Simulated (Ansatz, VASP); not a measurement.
Two plane-wave programs on Cs

```xyz
1
Lattice="0.0000 3.6857 3.6857 3.6857 0.0000 3.6857 3.6857 3.6857 0.0000" Properties=species:S:1:pos:R:3 pbc="T T T"
Cs    0.0000    0.0000    0.0000
```

Alike in both runs: task single point; functional r2SCAN; k mesh 10 × 10 × 10; occupations gaussian, width 0.05 eV; no spin polarisation.

```csv
,VASP,Ansatz
version,VASP 6.6.1,Ansatz 0.2.0
potentials or method,"VASP PAW PBE potentials, release 64 (Cs_sv), cutoff 520 eV","scalar-relativistic, plane waves, PAW"
valence electrons in the cell,9,9
```

```tsv
	VASP	Ansatz	Ansatz less VASP
gap on the k mesh at the Fermi level (eV)	none	none	-
pressure (GPa)	0.6	0.6	+0.01
```

VASP's potentials were made for PBE, not for r2SCAN. A gap of «none» marks a metal or a gap that the smearing closes.

Spin-orbit coupling is off throughout.
